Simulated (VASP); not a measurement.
A run of VASP 6.6.1 is set up as follows.

The input INCAR:

```
ALGO = Normal
EDIFF = 1E-6
ENCUT = 520
GGA = PE
ISIF = 2
ISMEAR = 0
LASPH = T
LCHARG = T
LELF = T
LREAL = F
LVHAR = T
LWAVE = F
NBANDS = 26
NELM = 80
PREC = Accurate
SIGMA = 0.1
```

The input KPOINTS:

```
k-points
0
Gamma
  6 6 4
```

POSCAR

```
Si5Sn
1.0
    5.0430622000      0.0000000000      0.0000000000
   -2.5215311000      4.3674199700      0.0000000000
    0.0000000000      0.0000000000      4.7128823800
Si Sn
5 1
Direct
    0.6647854400      0.6647854400      0.0000000000
    0.3333333300      0.6666666700      0.5000000000
    0.0000000000      0.3352145600      0.0000000000
    0.3352145600      0.0000000000      0.0000000000
    0.6666666700      0.3333333300      0.5000000000
    0.0000000000      0.0000000000      0.5000000000
```

Potentials or basis: VASP PAW PBE potentials, release 64 (Si, Sn_d).

Run with:

```console
$ cat potpaw_PBE.64/Si/POTCAR potpaw_PBE.64/Sn_d/POTCAR > POTCAR
$ mpirun -np 1 vasp_std > vasp.out
```

(1) What does it give for the band gap on the k mesh?

(2) Estimate the pressure.

Answers

(1) zero (bands 17 and 18 overlap by 4.21 eV).

(2) -1.4 GPa.

Caveat: spin-orbit coupling is left out, which moves the levels of the heavy elements.
